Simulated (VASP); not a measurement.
Crystal: MnS.

```
CELL_PARAMETERS angstrom
0.00000 2.65558 2.65558
2.65558 0.00000 2.65558
2.65558 2.65558 0.00000
ATOMIC_POSITIONS crystal
Mn 0.00000 0.00000 0.00000
S 0.50000 0.50000 0.50000
```

Base run:

* Program: VASP 6.6.1
* Functional: r2SCAN
* Potentials or basis: VASP PAW PBE potentials, release 64 (Mn_pv, S)
* Cutoff: 520 eV
* k mesh: 9 × 9 × 9
* Occupations: fermi-dirac, width 0.05 eV
* Spin: collinear spin, ferromagnetic start
* Starting moments: [4.0, 0.0] μB

Its results: band gap on the k mesh 0.32 eV, indirect (least direct gap 2.09 eV); pressure -3.9 GPa; net moment 5.00 μB per cell; site moments Mn +4.53; S +0.13 μB.

Task: The run is repeated on the same cell with these changes: further incar settings from ALGO = Normal; EDIFF = 1e-07; NBANDS = 20 to ALGO = Normal; EDIFF = 1e-06; NBANDS = 20; dispersion from none to D3(BJ). What comes out?

Result: Band gap on the k mesh 0.32 eV, indirect (least direct gap 2.09 eV); pressure -5.5 GPa; net moment 5.00 μB per cell; site moments Mn +4.53; S +0.13 μB.

Caveats: the PAW data sets were made with another functional, which shifts forces and pressure a little; a cell with one magnetic atom can't hold antiferromagnetic order, which such compounds often take.

A k mesh can miss the band edges.
